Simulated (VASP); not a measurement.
AlSi23HO48 (a cell with a defect): single point with PBE

System: AlSi23HO48 (a cell with a defect).

```
Si O Al H
1.0
     9.83160    0.00000    0.00000
    -4.91580    8.51441    0.00000
     0.00000    0.00000   10.81820
Si O Al H
23 48 1 1
Direct
  0.26652 0.00591 0.16555
  0.00478 0.26684 0.33369
  0.23860 0.24052 0.99936
  0.26439 0.99147 0.66363
  0.98945 0.26476 0.83592
  0.22939 0.22235 0.50394
  0.27280 0.50397 0.17013
  0.00075 0.77147 0.33200
  0.23992 0.73941 0.00361
  0.00059 0.76136 0.83526
  0.23672 0.73276 0.49529
  0.77375 0.00131 0.16754
  0.49944 0.26899 0.33615
  0.72313 0.22764 0.00526
  0.76723 0.00036 0.66826
  0.49653 0.26214 0.83232
  0.73392 0.22943 0.49775
  0.76503 0.50095 0.17015
  0.50601 0.76944 0.33731
  0.73501 0.73423 0.00174
  0.76950 0.49465 0.66831
  0.50499 0.77157 0.83644
  0.73663 0.73539 0.50351
  0.06693 0.19703 0.44186
  0.30052 0.36787 0.11078
  0.14152 0.43319 0.27887
  0.20552 0.07262 0.05291
  0.36382 0.29570 0.39566
  0.43048 0.14329 0.22284
  0.07744 0.22143 0.94031
  0.28165 0.33455 0.62262
  0.11275 0.44361 0.77364
  0.20255 0.05176 0.54803
  0.36664 0.30065 0.88864
  0.42598 0.13074 0.72371
  0.07443 0.71482 0.44042
  0.29902 0.87052 0.11220
  0.13220 0.93679 0.27193
  0.21228 0.57478 0.06066
  0.37222 0.80593 0.38784
  0.43805 0.63850 0.22763
  0.07254 0.70731 0.94776
  0.29615 0.85489 0.61259
  0.13056 0.92382 0.77202
  0.20468 0.56508 0.54139
  0.36665 0.80036 0.89165
  0.44463 0.64195 0.73045
  0.56946 0.20323 0.44227
  0.78772 0.36071 0.11280
  0.63753 0.43543 0.28208
  0.70137 0.06523 0.06141
  0.86478 0.29163 0.38871
  0.93905 0.14303 0.21868
  0.55932 0.19801 0.94565
  0.79724 0.35929 0.60871
  0.63822 0.42471 0.77662
  0.70416 0.06475 0.55635
  0.85283 0.29007 0.89356
  0.93292 0.14111 0.72335
  0.56903 0.70468 0.45008
  0.80907 0.87071 0.10716
  0.64934 0.93075 0.28103
  0.70235 0.56872 0.06032
  0.86217 0.79601 0.39030
  0.93176 0.63800 0.22373
  0.57149 0.71533 0.95256
  0.79991 0.86581 0.61359
  0.64359 0.93946 0.78239
  0.71609 0.57381 0.56177
  0.85819 0.78370 0.88639
  0.93858 0.61837 0.73257
  0.27909 0.50268 0.65794
  0.06280 0.49785 0.75974
```

- Program: VASP 6.6.1
- Task: single point
- Functional: PBE
- Potentials or basis: VASP PAW PBE potentials, release 64 (Si, O, Al, H)
- Cutoff: 520 eV
- k mesh: 1 × 1 × 1
- Occupations: gaussian, width 0.02 eV
- Spin: no spin polarisation
- Dipole correction: no
- Further INCAR settings: LREAL = Auto; ALGO = Normal; EDIFF = 1e-06; NBANDS = 234

```json
{"Pressure": "3.1 GPa", "Largest force": "5.365 eV/Å", "Band gap on the k mesh": "5.55 eV"}
```

Forces in eV/Å, atoms in the order of the input:
```
Si   0.010 -0.002 -0.003
Si  -0.015  0.017 -0.002
Si   0.003 -0.007  0.001
Si  -0.003 -0.005  0.033
Si   0.052 -0.168  0.084
Si  -0.002 -0.035 -0.041
Si   0.016  0.001  0.003
Si  -0.008  0.006  0.003
Si  -0.044  0.001  0.003
Si  -0.002 -0.111 -0.104
Si  -0.042  0.041 -0.001
Si   0.015 -0.007  0.001
Si   0.008  0.009  0.003
Si  -0.027 -0.008  0.019
Si   0.012 -0.023 -0.024
Si   0.001  0.032 -0.022
Si  -0.017  0.008  0.014
Si   0.010  0.003 -0.004
Si   0.011  0.009  0.002
Si   0.023 -0.009 -0.028
Si   0.095  0.106  0.068
Si  -0.001  0.041  0.042
Si   0.013 -0.041  0.021
O    0.009  0.011  0.008
O   -0.016 -0.004 -0.007
O    0.006 -0.008 -0.001
O    0.008  0.007  0.007
O   -0.017 -0.010  0.014
O   -0.007  0.007  0.003
O   -0.008  0.032 -0.026
O   -0.029  0.042  0.045
O    4.418 -2.753  0.837
O   -0.001  0.015 -0.007
O   -0.014 -0.009  0.011
O   -0.016 -0.004  0.002
O    0.014  0.011 -0.005
O   -0.005 -0.002 -0.004
O    0.011 -0.006 -0.008
O    0.012 -0.002  0.004
O   -0.010 -0.010  0.012
O   -0.011  0.009  0.007
O    0.034  0.018  0.025
O    0.008 -0.018 -0.020
O    0.026  0.034 -0.017
O    0.036 -0.069  0.064
O    0.015 -0.017 -0.006
O   -0.033 -0.051 -0.035
O   -0.003  0.011 -0.008
O   -0.006 -0.006 -0.008
O    0.007 -0.007 -0.008
O    0.013  0.007  0.000
O    0.010 -0.014 -0.002
O   -0.003  0.011  0.005
O    0.006  0.008 -0.006
O    0.005 -0.045 -0.032
O   -0.013 -0.038  0.006
O    0.013  0.001  0.008
O    0.042  0.019 -0.027
O   -0.002  0.044  0.008
O   -0.015  0.010 -0.008
O   -0.013  0.003  0.000
O    0.001 -0.010 -0.006
O    0.008  0.000  0.008
O    0.001 -0.006  0.000
O   -0.006  0.004  0.008
O   -0.019  0.011 -0.015
O   -0.016  0.008  0.001
O    0.003 -0.006  0.004
O   -0.020  0.015 -0.023
O   -0.031  0.004  0.042
O   -0.136  0.064  0.008
Al   0.109  0.005 -0.046
H   -4.474  2.828 -0.877
```

Stress tensor (GPa, compression positive):
```
 3.10 -0.27  0.06
-0.27  3.26  0.06
 0.06  0.06  2.98
```

Levels at points of the mesh, in eV from the valence-band top:
```
           k point  band 189  band 190  band 191  band 192  band 193  band 194  band 195  band 196
(0.00, 0.00, 0.00)     -0.26     -0.12     -0.08      0.00      5.55      7.45      7.54      7.80
```

Run time: 7.2 min on 1 thread of Intel(R) Xeon(R) Platinum 8259CL CPU @ 2.50GHz (Skylake/Cascade Lake) (shared host), peak memory 0.98 GiB.

Caveat: the k points lie up to 0.74 Å⁻¹ apart.
